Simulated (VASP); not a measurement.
AlCo: single point with PBEsol+D3(BJ)

AlCo:

```
CELL_PARAMETERS angstrom
2.80494 -0.00704 0.00403
-0.00704 2.79428 0.06370
0.00403 0.06370 2.80371
ATOMIC_POSITIONS crystal
Co 0.50000 0.50000 0.50000
Al 0.00000 0.00000 0.00000
```

```yaml
Program: VASP 6.6.1
Task: single point
Functional: PBEsol
Dispersion: D3(BJ)
Potentials_or_basis: VASP PAW PBE potentials, release 64 (Co, Al)
Cutoff: 520 eV
k_mesh: 9 × 9 × 9
Occupations: fermi-dirac, width 0.02 eV
Spin: collinear spin, ferromagnetic start
Starting_moments: "[2.0, 0.0] μB"
```

```
Pressure                                              : -1.0 GPa
Band gap on the k mesh                                : zero (filled and empty bands overlap)
Net moment                                            : 0.00 μB per cell
Valence electrons inside the program's atomic spheres : Co 8.56; Al 0.85
Dispersion energy per atom                            : -0.424 eV
```

Stress tensor (GPa, compression positive):
```
-1.20  0.91 -0.60
 0.91 -0.50 -7.61
-0.60 -7.61 -1.28
```

Levels at points of the mesh, in eV from the Fermi level:
Spin up:
| k point | band 3 | band 4 | band 5 | band 6 | band 7 | band 8 | band 9 | band 10 |
| --- | --- | --- | --- | --- | --- | --- | --- | --- |
| (0.00, 0.00, 0.00) | -3.18 | -0.93 | -0.86 | -0.79 | 6.17 | 6.21 | 6.45 | 9.00 |
Spin down:
```tsv
k point	band 4	band 5	band 6	band 7	band 8	band 9
(0.00, 0.00, 0.00)	-0.93	-0.86	-0.79	6.17	6.21	6.45
```

Run time: 93 s on 1 thread of Intel(R) Xeon(R) 6975P-C (Granite Rapids), on a shared host, peak memory 0.32 GiB.

Caveat: the PAW data sets were made with another functional, which shifts forces and pressure a little.
